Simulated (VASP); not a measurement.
Runs of VASP 6.6.1 on MgSe. The structure is that of space group Fm-3m (No. 225), or close to it. The cells are those of the table. 

```tsv
level	cell	gap on the mesh (eV)	pressure (GPa)
PBE+D4	a = 3.849 Å, angles 60.0°, 2 atoms	1.81	-0.2
PBEsol	a = 3.801 Å, angles 60.0°, 2 atoms	1.83	2.8
PBE+D4	a = 3.854 Å, angles 60.0°, 2 atoms	1.80	-0.4
PBE+D4	a = 3.823 Å, angles 60.0°, 2 atoms	1.84	(a)
PBE	a = 3.854 Å, angles 60.0°, 2 atoms	1.80	1.9
PBEsol	a = 3.849 Å, angles 60.0°, 2 atoms	1.77	0.2
PBE+D4	a = 3.797 Å, angles 60.0°, 2 atoms	1.88	2.8
PBE+D4	a = 3.875 Å, angles 60.0°, 2 atoms	1.78	(b)
BLYP+D3(BJ)	a = 3.783 Å, angles 60.0°, 2 atoms	1.97	1.6
BLYP+D3(BJ)	a = 3.757 Å, angles 60.0°, 2 atoms	2.01	3.2
BLYP+D3(BJ)	a = 3.808 Å, angles 60.0°, 2 atoms	1.93	0.1
PBEsol	a = 3.854 Å, angles 60.0°, 2 atoms	1.76	-0.1
```

Alike in all rows: task single point; potentials or basis VASP PAW PBE potentials, release 64 (Mg, Se); no spin polarisation; k mesh 8 × 8 × 8; cutoff (eV) 600; smearing gaussian 0.05 eV.

Problem. Estimate the missing entries.

Solution. (a) 1.2; (b) -1.4.

Caveats: the PAW data sets were made with another functional, which shifts forces and pressure a little (at least some runs); the cell stands under pressure (at least some runs).

A k mesh can miss the band edges, and the runs leave out spin-orbit coupling on Se.
